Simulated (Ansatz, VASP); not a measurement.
Two plane-wave programs on LaTeN

```
N Te La
1.0
     7.59420    0.00000    0.00000
    -3.79710    6.57677    0.00000
     0.00000    0.00000    4.24084
N Te La
3 3 3
Direct
  0.00000 0.00000 0.50000
  0.33330 0.66670 0.00000
  0.66670 0.33330 0.00000
  0.24500 0.00000 0.00000
  0.75500 0.75500 0.00000
  0.00000 0.24500 0.00000
  0.58500 0.00000 0.50000
  0.41500 0.41500 0.50000
  0.00000 0.58500 0.50000
```

Alike in both runs: task single point; functional PBE; k mesh 3 × 3 × 4; occupations fermi-dirac, width 0.0322 eV; no spin polarisation.

```csv
,VASP,Ansatz
version,VASP 6.6.1,Ansatz 0.2.0
potentials or method,"VASP PAW PBE potentials, release 64 (N, Te, La), cutoff 520 eV",PAW plane waves
valence electrons in the cell,66,96
```

```tsv
	VASP	Ansatz	Ansatz less VASP
gap on the k mesh at the Fermi level (eV)	none	none	-
pressure (GPa)	-7.3	-7.2	+0.12
rms of the force components (eV/Å)	0.510	0.510	+0.0003
```

A gap of «none» marks a metal or a gap that the smearing closes. With one functional, cell and mesh, what is left measures potentials, basis and numerics. VASP's potentials hold 66 valence electrons a cell and Ansatz's 96, so a difference there can come from the potentials and not from the codes. Ansatz's warnings: structure snapped to symmetry.

The k mesh is coarse, so the values compare programs but aren't converged. Spin-orbit coupling is off throughout.
